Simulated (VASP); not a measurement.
Ir, 1 atom in the cell. Symmetry: Im-3m, No. 229, cubic system. Conventional cell: a = 2.865 Å, b = 2.865 Å, c = 2.865 Å, α = 90.00°, β = 90.00°, γ = 90.00°. Ir (site symmetry m-3m) has 14 Ir at 2.48 to 2.86 Å within 3.3 Å. 

```yaml
Program: VASP 6.6.1
Task: single point
Functional: PBE
Potentials_or_basis: VASP PAW PBE potentials, release 64 (Ir)
Cutoff: 520 eV
k_mesh: 19 × 19 × 19
Occupations: fermi-dirac, width 0.08 eV
Spin: no spin polarisation
Dipole_correction: no
Further_INCAR_settings: ALGO = Normal; EDIFF = 1e-07; NBANDS = 10
```

Potentials or basis: VASP PAW PBE potentials, release 64 (Ir).

Run with:

```sh
$ cat potpaw_PBE.64/Ir/POTCAR > POTCAR
$ mpirun -np 1 vasp_std > vasp.out
```

Hardware: 1 thread of Intel Xeon 8259CL, on a shared host.

Problem. How long does it take, and how much memory?

Solution. Wall time 31 s on 1 thread of Intel Xeon 8259CL, with other jobs on the host, peak memory 0.14 GiB. Counts: scf iterations 12, k points 220.
